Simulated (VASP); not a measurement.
Here is a VASP 6.6.1 calculation.

Contents of POSCAR:

```
InAs
1.0
    0.0000000000      2.8579926530      2.8579926530
    2.8579926530      0.0000000000      2.8579926530
    2.8579926530      2.8579926530      0.0000000000
In As
1 1
Direct
    0.5000000000      0.5000000000      0.5000000000
    0.0000000000      0.0000000000      0.0000000000
```

Contents of INCAR.step1:

```
SYSTEM = InAs
ALGO = Normal
EDIFF = 1E-4
ENCUT = 520
GGA = PE
ISMEAR = -1
LASPH = .True.
LCHARG = .False.
LREAL = .False.
LWAVE = .True.
NBANDS = 16
NELM = 80
PREC = Accurate
SIGMA = 0.05
```

INCAR.step2

```
SYSTEM = InAs
ALGO = Normal
EDIFF = 1E-7
ENCUT = 520
ISIF = 2
ISMEAR = -1
ISTART = 1
LASPH = .True.
LCHARG = .False.
LMIXTAU = .True.
LREAL = .False.
LWAVE = .False.
METAGGA = R2SCAN
NBANDS = 16
NELM = 80
PREC = Accurate
SIGMA = 0.05
```

The input KPOINTS:

```
k-points
0
Gamma
  8 8 8
  0 0 0
```

Potentials or basis: VASP PAW PBE potentials, release 64 (In_d, As).

Command:

```bash
$ cat potpaw_PBE.64/In_d/POTCAR potpaw_PBE.64/As/POTCAR > POTCAR
$ cp INCAR.step1 INCAR
$ mpirun -np 1 vasp_std > vasp.out
$ cp INCAR.step2 INCAR
$ mpirun -np 1 vasp_std > vasp.out
```

**Question.** Predict the band gap on the k mesh.

**Answer.** Zero (bands 9 and 10 overlap by 2.72 eV).

**Question.** Estimate the pressure.

**Answer.** -1.0 GPa.

Caveat: the PAW data sets were made with another functional, which shifts forces and pressure a little; spin-orbit coupling is left out, which moves the levels of the heavy elements.
